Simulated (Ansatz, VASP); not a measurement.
## Two plane-wave programs on MgO

```
Mg O
1.0
     3.60354    0.00000    0.00000
    -1.80177    3.12076    0.00000
     0.00000    0.00000    4.04140
Mg O
2 2
Direct
  0.67227 0.33333 0.75000
  0.33894 0.66667 0.25000
  0.65815 0.33333 0.25000
  0.32481 0.66667 0.75000
```

Change from the starting cell: mode 8 frozen in at -0.030 Å, strain +e along z and -e/2 along x and y -0.0467.

Alike in both runs: task single point; functional PBE; k mesh 9 × 9 × 6; occupations gaussian, width 0.05 eV; no spin polarisation.

|  | VASP | Ansatz |
| --- | --- | --- |
| version | VASP 6.6.1 | Ansatz 0.2.0 |
| potentials or method | VASP PAW PBE potentials, release 64 (Mg, O), cutoff 520 eV | scalar-relativistic, plane waves, PAW |
| valence electrons in the cell | 16 | 32 |

Ansatz gave:

```
gap on the k mesh at the Fermi level (eV)                     : 3.38
least direct gap on the mesh (eV)                             : 3.38
pressure (GPa)                                                : 2.0
traceless stress, the component that is largest in VASP (GPa) : 8.27
rms of the force components (eV/Å)                            : 0.176
```

Q: Which values does VASP return?

A: gap on the k mesh at the Fermi level (eV): 3.37; least direct gap on the mesh (eV): 3.37; pressure (GPa): 1.4; traceless stress, the component that is largest in VASP (GPa): 8.23; rms of the force components (eV/Å): 0.177.

Atom by atom the forces differ by 0.002 eV/Å (rms over components). VASP's potentials hold 16 valence electrons a cell and Ansatz's 32, so a difference there can come from the potentials and not from the codes.
